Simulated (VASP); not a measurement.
Here is a VASP 6.6.1 calculation.

INCAR

```
PREC = Accurate ; ENCUT = 520
EDIFF = 1E-6 ; ISMEAR = 0
SIGMA = 0.1 ; LREAL = F
LASPH = T ; NELM = 80
ALGO = Fast ; ISIF = 2
LWAVE = F ; LCHARG = F
GGA = PS ; NBANDS = 26
```

KPOINTS

```
regular mesh
0
Gamma
  10 10 6
```

The input POSCAR:

```
Al2Cu
1.0
    2.7486516649      2.7486516649      0.0000000000
   -2.8867537184      2.8867537184      0.0000000000
    0.0000000000      0.0000000000      5.8218505700
Al Cu
4 2
Direct
    0.5000000000      0.0000000000      0.2430666103
    0.0000000000      0.5000000000      0.2569333897
    0.0000000000      0.5000000000      0.7430666103
    0.5000000000      0.0000000000      0.7569333897
    0.0000000000      0.0000000000      0.5000000000
    0.5000000000      0.5000000000      0.0000000000
```

Potentials or basis: VASP PAW PBE potentials, release 64 (Al, Cu).

Launch:

```sh
$ cat potpaw_PBE.64/Al/POTCAR potpaw_PBE.64/Cu/POTCAR > POTCAR
$ mpirun -np 1 vasp_std > vasp.out
```

(1) What does it give for the pressure?

(2) What does it give for the band gap on the k mesh?

## Answers

(1) 2.7 GPa.

(2) zero (band 17 reaches 9.10 eV, above the bottom of band 18 at 4.72 eV).

Caveat: the cell differs from its parent crystal (uniaxial strain along a: -4.0 %, then relaxed in part); the PAW data sets were made with another functional, which shifts forces and pressure a little.
